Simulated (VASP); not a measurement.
Here is a VASP 6.6.1 calculation.

File INCAR:

```
SYSTEM = Pt
PREC     = Accurate       ! precision mode
ENCUT    = 600            ! plane-wave cutoff, eV
EDIFF    = 1E-7           ! SCF threshold, eV
ISMEAR   = 0              ! smearing method
SIGMA    = 0.1            ! smearing width, eV
LREAL    = .False.        ! projectors in reciprocal space
LASPH    = .True.         ! aspherical terms in the spheres
NELM     = 80             ! most SCF steps
ALGO     = Fast           ! electronic algorithm
ISIF     = 3              ! what is computed and relaxed
LWAVE    = .False.        ! write WAVECAR
LCHARG   = .False.        ! write CHGCAR
GGA      = PS             ! functional
IBRION   = 2              ! ionic algorithm
NSW      = 80             ! ionic steps
EDIFFG   = -0.01          ! ionic threshold
```

KPOINTS

```
regular mesh
0
Gamma
  18 18 18
  0 0 0
```

Contents of POSCAR:

```
Pt
1.0
    0.0000000000      1.9598876020      1.9598876020
    1.9598876020      0.0000000000      1.9598876020
    1.9598876020      1.9598876020      0.0000000000
Pt
1
Direct
    0.0000000000      0.0000000000      0.0000000000
```

Potentials or basis: VASP PAW PBE potentials, release 64 (Pt).

Run with:

```sh
$ cat potpaw_PBE.64/Pt/POTCAR > POTCAR
$ mpirun -np 1 vasp_std > vasp.out
```

Estimate the relaxed cell.

a = 2.769 Å, b = 2.769 Å, c = 2.769 Å, α = 60.00°, β = 60.00°, γ = 60.00°.

Estimate the band gap on the k mesh.

zero (band 5 reaches 11.67 eV, above the bottom of band 6 at 9.43 eV).

Estimate the space group after relaxing (to 0.05 Å).

Fm-3m (No. 225).

What does it give for the relaxed volume?

15.02 Å³/atom.

Final structure:
```yaml
crystal:
  lattice:
    - [0.00000, 1.95827, 1.95827]
    - [1.95827, 0.00000, 1.95827]
    - [1.95827, 1.95827, 0.00000]
  atoms:
    - { symbol: Pt, position: [0.00000, 0.00000, 0.00000] }
```

Caveat: the PAW data sets were made with another functional, which shifts forces and pressure a little; spin-orbit coupling is left out, which moves the levels of the heavy elements.
